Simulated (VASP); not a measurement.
# SiC in VASP: further runs

Runs on SiC. Level: PBE. Tasks: single point, relaxation of the atoms.

Program: VASP 6.6.1. These are calculated values, not measurements. Logs are shortened: lines on timing, memory, paths and dates and some standing lists are left out, and cuts for length are marked.

## Step 1: The cell of the first run

The cell holds a slab with vacuum, 4 atoms: a = 3.092 Å, b = 5.074 Å, c = 16.893 Å, α = 90.00°, β = 90.00°, γ = 90.00°.

## Step 2: Single point, PBE

File INCAR:

```
SYSTEM = SiC
ALGO = Normal
DIPOL = 0.5 0.5 0.500
EDIFF = 1E-6
ENCUT = 520
GGA = PE
IDIPOL = 3
ISIF = 2
ISMEAR = -1
LASPH = .True.
LCHARG = .False.
LDIPOL = .True.
LREAL = .False.
LWAVE = .False.
NBANDS = 16
NELM = 60
PREC = Accurate
SIGMA = 0.02
```

File KPOINTS:

```
k-points
0
Gamma
  8 5 1
  0 0 0
```

File POSCAR:

```
SiC
1.0
    3.0919181390      0.0000000000      0.0000000000
    0.0000000000      5.0742764844      0.0000000000
    0.0000000000      0.0000000000     16.8926000000
Si C
2 2
Direct
    0.7500000000      0.5802862739      0.5025010309
    0.2500000000      0.0802897653      0.4974966617
    0.7500000000      0.9197095827      0.4905825466
    0.2500000000      0.4197143781      0.5094197608
```

Potentials or basis: VASP PAW PBE potentials, release 64 (Si, C).

The run is started by

```
cat potpaw_PBE.64/Si/POTCAR potpaw_PBE.64/C/POTCAR > POTCAR
mpirun -np 1 vasp_std > vasp.out
```

OUTCAR:

```text
SYSTEM = SiC
   EDIFF = 1E-6
   ENCUT = 520
   GGA = PE
   ISIF = 2
   ISMEAR = -1
   LASPH = .True.
   LREAL = .False.
   NELM = 60
   PREC = Accurate

 ion  position               nearest neighbor table
   1  0.750  0.580  0.503-   3 1.73   4 1.75   4 1.75   2 2.97   2 2.97   2 2.97   2 2.97
   2  0.250  0.080  0.497-   4 1.73   3 1.75   3 1.75   1 2.97   1 2.97   1 2.97   1 2.97
   3  0.750  0.920  0.491-   1 1.73   2 1.75   2 1.75
   4  0.250  0.420  0.509-   2 1.73   1 1.75   1 1.75

  LATTYP: Found a simple orthorhombic cell.
 ALAT       =     3.0919181390
 B/A-ratio  =     1.6411419243
 C/A-ratio  =     5.4634693548

  Lattice vectors:

 A1 = (   3.0919181390,   0.0000000000,   0.0000000000)
 A2 = (   0.0000000000,   5.0742764844,   0.0000000000)
 A3 = (   0.0000000000,   0.0000000000,  16.8926000000)

Analysis of symmetry for initial positions (statically):
=====================================================================
 Subroutine PRICEL returns:
 Original cell was already a primitive cell.

 Routine SETGRP: Setting up the symmetry group for a
 simple orthorhombic supercell.

 Subroutine GETGRP returns: Found  4 space group operations
 (whereof  1 operations were pure point group operations)
 out of a pool of  8 trial point group operations.

The static configuration has the point symmetry C_1 .
 The point group associated with its full space group is C_2v.

Analysis of symmetry for dynamics (positions and initial velocities):
=====================================================================
 Subroutine PRICEL returns:
 Original cell was already a primitive cell.

 Routine SETGRP: Setting up the symmetry group for a
 simple orthorhombic supercell.

 Subroutine GETGRP returns: Found  4 space group operations
 (whereof  1 operations were pure point group operations)
 out of a pool of  8 trial point group operations.

The dynamic configuration has the point symmetry C_1 .
 The point group associated with its full space group is C_2v.

 Subroutine INISYM returns: Found  4 space group operations
 (whereof  1 operations are pure point group operations),
 and found     1 'primitive' translations

----------------------------------------------------------------------------------------

                                     Primitive cell

[... 88 lines left out ...]
   IBRION =     -1    ionic relax: 0-MD 1-quasi-New 2-CG
   NFREE  =      0    steps in history (QN), initial steepest desc. (CG)
   ISIF   =      2    stress and relaxation
   ISYM   =      2    0-nonsym 1-usesym 2-fastsym
   POTIM  = 0.5000    time-step for ionic-motion
   TEBEG  =    0.0;   TEEND  =   0.0 temperature during run
   PSTRESS=    0.0 pullay stress
   NELECT =      16.0000    total number of electrons
   NUPDOWN=      -1.0000    fix difference up-down
   EMIN   =  10.00;   EMAX   =-10.00  energy-range for DOS
   EFERMI =   0.00;   METHOD = LEGACY
   ISMEAR =    -1;   SIGMA  =   0.02  broadening in eV -4-tet -1-fermi 0-gaus
   EFERMI_NEDOS =   21; number of points for ismear=-14 and -15
   IALGO  =     38    algorithm
   IMIX   =      4    mixing-type and parameters
     AMIX     =   0.40;   BMIX     =  1.00
     AMIX_MAG =   1.60;   BMIX_MAG =  1.00
  volume/ion in A,a.u.               =      66.26       447.13
  Fermi-wavevector in a.u.,A,eV,Ry     =   0.642217  1.213615  5.611627  0.412443
  Thomas-Fermi vector in A             =   1.708814
   LORBIT       =      0    0 simple, 1 ext, 2 COOP (PROOUT), +10 PAW based schemes
   GGA     = PE    functional components
   LHFCALC =     F    Hartree Fock is set to
   AEXX    =    0.0000 exact exchange contribution
   IVDW    =     0    specifies the selected vdW correction
   LEPSILON=     F    determine dielectric tensor
   LRPA    =     F    only Hartree local field effects (RPA)
 non-spin polarized calculation
  energy-cutoff  :      520.00
  volume of cell :      265.03
 maximum number of plane-waves:      7176
 NGX is ok and might be reduce to    24
   NGX = 11   NGY = 19   NGZ = 63

 number of electron      15.9999998 magnetization

 dipolmoment           0.000000      0.000000      0.000012 electrons x Angstroem

 Free energy of the ion-electron system (eV)
  ---------------------------------------------------
  ext. energy  EPLUGINS =         0.00000000
  ---------------------------------------------------
  free energy    TOTEN  =       -27.81870797 eV

  energy without entropy =      -27.81870797  energy(sigma->0) =      -27.81870797

 E-fermi :  -2.6558     XC(G=0):  -2.6178

 val. band max:       -3.1142806502   @ k =   0.2500   0.0000   0.0000
 cond. band min:      -0.3287137080   @ k =   0.5000   0.4000   0.0000
 fundamental gap:      2.7855669422
 Fermi energy:        -2.6557975643

 k-point     1 :       0.0000    0.0000    0.0000
  band No.  band energies     occupation
      1     -17.0037      2.00000
      2     -13.6404      2.00000
      3     -10.7526      2.00000
      4      -6.9743      2.00000
      5      -6.2533      2.00000
      6      -4.4783      2.00000
[... 262 lines left out ...]
      3     -10.9803      2.00000
      4     -10.9800      2.00000
      5      -5.6997      2.00000
      6      -5.6996      2.00000
[... 8 lines left out ...]
     15       6.2356      0.00000
     16       6.2359      0.00000

------------------------ aborting loop because EDIFF is reached ----------------------------------------

 vacuum level on the upper side and lower side of the slab       (xc-potential included)        -0.143        -0.143

  FORCE on cell =-STRESS in cart. coord.  units (eV):
  Direction    XX          YY          ZZ          XY          YZ          ZX
  --------------------------------------------------------------------------------------
  -------------------------------------------------------------------------------------
  Total        3.5235465      9.1622102     -0.0141244      0.0000000      0.0000000      0.0000000
  in kB       21.3006069     55.3875584     -0.0853848      0.0000000      0.0000000      0.0000000
  external PRESSURE =      25.5342602 kB  Pullay stress =       0.0000000 kB

 VOLUME and BASIS-vectors are now :
 -----------------------------------------------------------------------------
  energy-cutoff  :      520.00
  volume of cell :      265.03
      direct lattice vectors                 reciprocal lattice vectors
     3.091918139  0.000000000  0.000000000     0.323423828  0.000000000  0.000000000
     0.000000000  5.074276484  0.000000000     0.000000000  0.197072431  0.000000000
     0.000000000  0.000000000 16.892600000     0.000000000  0.000000000  0.059197518

 POSITION                                       TOTAL-FORCE (eV/Angst)
 -----------------------------------------------------------------------------------
      2.31894      2.94453      8.48855         0.000000      0.005030      0.003610
      0.77298      0.40741      8.40401         0.000000      0.005030     -0.003610
      2.31894      4.66686      8.28721        -0.000000     -0.005030      0.003623
      0.77298      2.12975      8.60542        -0.000000     -0.005030     -0.003623
 -----------------------------------------------------------------------------------
    total drift:                                0.000000     -0.002584     -0.007786

  FREE ENERGIE OF THE ION-ELECTRON SYSTEM (eV)
  ---------------------------------------------------
  free  energy   TOTEN  =       -27.8187079719 eV

  energy  without entropy=      -27.8187079719  energy(sigma->0) =      -27.81870797

 vacuum level on the upper side and lower side of the slab         1.950         1.950
```

stdout:

```text
POSCAR found type information on POSCAR SiC
 POSCAR found :  2 types and       4 ions
 scaLAPACK will be used
 LDA part: xc-table for (Slater+PW92), standard interpolation
 POSCAR, INCAR and KPOINTS ok, starting setup
 FFT: planning ... GRIDC
 FFT: planning ... GRID_SOFT
 FFT: planning ... GRID
 WAVECAR not read
 entering main loop
```

Run time: 55 s. Hardware: 1 thread of Intel Xeon 6975P-C (Granite Rapids), shared host; peak memory 0.35 GiB.

What came out:

- Free energy: -27.8187 eV
- Largest force: 0.006 eV/Å
- Band gap on the k mesh: 2.79 eV (least direct gap 2.93 eV)

Forces on the atoms (eV/Å):
```
Si   0.000  0.005  0.004
Si   0.000  0.005 -0.004
C    0.000 -0.005  0.004
C    0.000 -0.005 -0.004
```

Levels at points of the mesh, in eV from the valence-band top:
```tsv
k point	band 6	band 7	band 8	band 9	band 10	band 11
(0.00, 0.00, 0.00)	-1.36	-1.01	-0.35	3.20	3.28	3.70
(0.50, 0.00, 0.00)	-4.48	-0.94	-0.94	3.68	3.68	6.63
```

## Step 3: Single point, PBE

File INCAR:

```
PREC = Accurate
ENCUT = 520
EDIFF = 1E-6
ISMEAR = -1
SIGMA = 0.02
LREAL = F
LASPH = T
NELM = 60
ALGO = Normal
ISIF = 2
LWAVE = F
LCHARG = T
LDIPOL = T
IDIPOL = 3
DIPOL = 0.5 0.5 0.500
GGA = PE
LELF = T
LVHAR = T
LVACPOTAV = T
EFIELD = -0.5
NBANDS = 16
```

File KPOINTS:

```
regular mesh
0
Gamma
  8 5 1
```

POSCAR is that of step 2.

Potentials or basis: VASP PAW PBE potentials, release 64 (Si, C).

The run is started by

```
cat potpaw_PBE.64/Si/POTCAR potpaw_PBE.64/C/POTCAR > POTCAR
mpirun -np 1 vasp_std > vasp.out
```

It took 56 s on 1 thread of Intel Xeon 6975P-C (Granite Rapids), shared host; peak memory 0.34 GiB.

The run converged. Its results:

* Free energy: -27.8485 eV
* Largest force: 0.127 eV/Å
* Band gap on the k mesh: 2.78 eV (least direct gap 2.93 eV)

Forces on the atoms (eV/Å):
```
Si   0.000 -0.017  0.125
Si   0.000  0.025  0.116
C    0.000 -0.001 -0.118
C    0.000 -0.007 -0.123
```

Levels at points of the mesh, in eV from the valence-band top:
| k point | band 6 | band 7 | band 8 | band 9 | band 10 | band 11 |
| --- | --- | --- | --- | --- | --- | --- |
| (0.00, 0.00, 0.00) | -1.36 | -1.01 | -0.35 | 2.91 | 3.22 | 3.60 |
| (0.50, 0.00, 0.00) | -4.47 | -0.95 | -0.92 | 3.67 | 3.69 | 6.50 |

(Continued in part 2 of 2.)
